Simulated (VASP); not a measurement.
A run of VASP 6.6.1:

INCAR

```
PREC = Accurate ; ENCUT = 520
EDIFF = 1E-7 ; ISMEAR = 0
SIGMA = 0.15 ; LREAL = False
LASPH = True ; NELM = 100
ALGO = Fast ; ISIF = 2
LWAVE = False ; LCHARG = False
GGA = PS ; NBANDS = 14
```

The input KPOINTS:

```
regular mesh
0
Gamma
  22 22 7
```

POSCAR

```
Al
1.0
   -1.6064390039      1.6064390039     -1.6064390039
   -1.6064390039     -1.6064390039      1.6064390039
    0.0000000000      7.1328627967      7.1328627967
Al
4
Direct
    0.0000000000      0.0000000000      0.7882580492
    0.5000000000      0.5000000000      0.1126082927
    0.0000000000      0.0000000000      0.3378248782
    0.5000000000      0.5000000000      0.5630414637
```

Potentials or basis: VASP PAW PBE potentials, release 64 (Al).

Launch:

```sh
$ cat potpaw_PBE.64/Al/POTCAR > POTCAR
$ mpirun -np 1 vasp_std > vasp.out
```

Hardware: 1 thread of Intel(R) Xeon(R) 6975P-C (Granite Rapids), with other jobs on the host.

Problem. How long does it take, and how much memory?

Solution. Run time: 4 min on 1 thread of Intel(R) Xeon(R) 6975P-C (Granite Rapids), with other jobs on the host, peak memory 0.5 GiB. Counts: scf iterations 17, k points 532.
